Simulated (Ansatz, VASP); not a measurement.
## PbS: VASP beside Ansatz

The input INCAR:

```
SYSTEM = PbS
ALGO = Normal
EDIFF = 1E-6
EDIFFG = -0.01
ENCUT = 600
GGA = PE
IBRION = 2
ISIF = 3
ISMEAR = -1
IVDW = 13
LASPH = .True.
LCHARG = .False.
LREAL = .False.
LWAVE = .False.
NELM = 60
NSW = 60
PREC = Accurate
SIGMA = 0.05
```

The input KPOINTS:

```
k-points
0
Gamma
  7 7 6
  0 0 0
```

The input POSCAR:

```
PbS
1.0
    2.0799526950     -5.9912968650      0.0000000000
    2.0799526950      5.9912968650      0.0000000000
    0.0000000000      0.0000000000      4.2793209400
Pb S
2 2
Direct
    0.1305633500      0.8694366500      0.2500000000
    0.8694366500      0.1305633500      0.7500000000
    0.3547970900      0.6452029100      0.2500000000
    0.6452029100      0.3547970900      0.7500000000
```

Contents of input.yaml:

```yaml
crystal:
  lattice:
    - [2.079952695, -5.991296865, 0.0]
    - [2.079952695, 5.991296865, 0.0]
    - [0.0, 0.0, 4.27932094]
  atoms:
    - { symbol: Pb, position: [0.13056335, 0.86943665, 0.25] }
    - { symbol: Pb, position: [0.86943665, 0.13056335, 0.75] }
    - { symbol: S, position: [0.35479709, 0.64520291, 0.25] }
    - { symbol: S, position: [0.64520291, 0.35479709, 0.75] }
hamiltonian:
  xc: pbe
  pseudopotentials: { kind: paw }
  dispersion: d4
kpoints:
  mp_grid: { grid: [7, 7, 6] }
scf:
  occupations: { method: fermi_dirac, width: 0.05 }
output:
  forces: true
  stress: true
relax:
  f_tol: 0.01
  max_steps: 40
  cell: { stress_tol: 0.05 }
```

Alike in both runs: task relaxation of cell and atoms; functional PBE; dispersion D4; k mesh 7 × 7 × 6; occupations fermi-dirac, width 0.05 eV; no spin polarisation.

|  | VASP | Ansatz |
| --- | --- | --- |
| version | VASP 6.6.1 | Ansatz 0.2.0 |
| potentials or method | VASP PAW PBE potentials, release 64 (Pb_d, S) | Ansatz PAW |
| plane-wave cutoff (eV) | 600 | 420 |
| valence electrons in the cell | 40 | 40 |

|  | VASP | Ansatz | Ansatz less VASP |
| --- | --- | --- | --- |
| relaxed volume (Å³/atom) | 25.54 | 25.56 | +0.020 |
| relaxed length of the cell vector where the two differ most in proportion (Å) | 4.276 | 4.271 | -0.0050 |

Neither program's run includes spin-orbit coupling. Noted on Ansatz's run: odd divisions of the mesh miss points on the zone boundary, where band edges often lie, so the gap on the mesh can be too wide; the plane-wave basis is chosen anew once the cell has moved, so the energies of steps on either side of that aren't comparable.
